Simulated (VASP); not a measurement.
Input of a VASP 6.6.1 run:

The input INCAR:

```
ALGO     = Normal         # electronic algorithm
EDIFF    = 1E-6           # SCF threshold, eV
ENCUT    = 500            # plane-wave cutoff, eV
GGA      = PE             # functional
GGA_COMPAT= False        
ISIF     = 2              # what is computed and relaxed
ISMEAR   = -1             # smearing method
LASPH    = True           # aspherical terms in the spheres
LCHARG   = False          # write CHGCAR
LREAL    = False          # projectors in reciprocal space
LWAVE    = False          # write WAVECAR
NBANDS   = 46             # bands
NELM     = 120            # most SCF steps
PREC     = Accurate       # precision mode
SIGMA    = 0.02           # smearing width, eV
```

KPOINTS

```
k-points
0
Gamma
  2 2 2
```

The input POSCAR:

```
AlP
1.0
    0.0000000000      5.4510000000      5.4510000000
    5.4510000000      0.0000000000      5.4510000000
    5.4510000000      5.4510000000      0.0000000000
Al P
8 8
Direct
    0.0000000000      0.0000000000      0.0000000000
    0.0000000000      0.0000000000      0.5000000000
    0.0000000000      0.5000000000      0.0000000000
    0.0000000000      0.5000000000      0.5000000000
    0.5000000000      0.0000000000      0.0000000000
    0.5000000000      0.0000000000      0.5000000000
    0.5000000000      0.5000000000      0.0000000000
    0.5000000000      0.5000000000      0.5000000000
    0.1250000000      0.1250000000      0.1250000000
    0.1250000000      0.1250000000      0.6250000000
    0.1250000000      0.6250000000      0.1250000000
    0.1250000000      0.6250000000      0.6250000000
    0.6250000000      0.1250000000      0.1250000000
    0.6250000000      0.1250000000      0.6250000000
    0.6250000000      0.6250000000      0.1250000000
    0.6250000000      0.6250000000      0.6250000000
```

Potentials or basis: VASP PAW PBE potentials, release 64 (Al, P).

Run with:

```bash
$ cat potpaw_PBE.64/Al/POTCAR potpaw_PBE.64/P/POTCAR > POTCAR
$ mpirun -np 1 vasp_std > vasp.out
```

Question: Predict the band gap on the k mesh.

Answer: 1.54 eV.

Question: Estimate the pressure.

Answer: 3.0 GPa.

Caveat: the k points lie up to 0.50 Å⁻¹ apart.
